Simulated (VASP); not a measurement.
## SrCl2: single point with r2SCAN

SrCl2:

```
Sr Cl
1.0
    -2.77883    2.77883    6.81406
     2.77883   -2.77883    6.81406
     2.77883    2.77883   -6.81406
Sr Cl
2 4
Direct
  0.75000 0.25000 0.50000
  0.00000 0.00000 0.00000
  0.54037 0.04037 0.50000
  0.79037 0.79037 0.00000
  0.20963 0.20963 0.00000
  0.95963 0.45963 0.50000
```

```json
{
  "Program": "VASP 6.6.1",
  "Task": "single point",
  "Functional": "r2SCAN",
  "Potentials or basis": "VASP PAW PBE potentials, release 64 (Sr_sv, Cl)",
  "Cutoff": "520 eV",
  "k mesh": "6 × 6 × 6",
  "Occupations": "gaussian, width 0.01 eV",
  "Spin": "no spin polarisation"
}
```

```json
{
 "Pressure": "2.0 GPa",
 "Largest force": "0.146 eV/Å",
 "Band gap on the k mesh": "6.35 eV (least direct gap 6.55 eV)"
}
```

Forces in eV/Å, atoms in the order of the input:
```
Sr   0.000  0.000  0.000
Sr   0.000  0.000  0.000
Cl   0.000  0.000 -0.146
Cl   0.000  0.000 -0.146
Cl   0.000  0.000  0.146
Cl   0.000  0.000  0.146
```

Stress tensor (GPa, compression positive):
```
1.98 0.00 0.00
0.00 1.98 0.00
0.00 0.00 2.09
```

Levels at points of the mesh, in eV from the valence-band top:
```tsv
k point	band 22	band 23	band 24	band 25	band 26	band 27
(0.00, 0.00, 0.00)	-0.20	-0.20	-0.20	6.35	6.79	7.84
(0.50, 0.00, 0.00)	-0.32	-0.30	-0.27	7.48	7.54	7.67
(0.50, 0.50, 0.00)	-0.56	0.00	0.00	7.80	7.80	7.99
(0.50, 0.50, 0.50)	-0.45	-0.09	-0.09	7.27	7.27	7.28
```

It took 11 min on 1 thread of Intel(R) Xeon(R) 6975P-C (Granite Rapids) (shared host), peak memory 0.63 GiB.

Caveat: the PAW data sets were made with another functional, which shifts forces and pressure a little. A k mesh can miss the band edges.
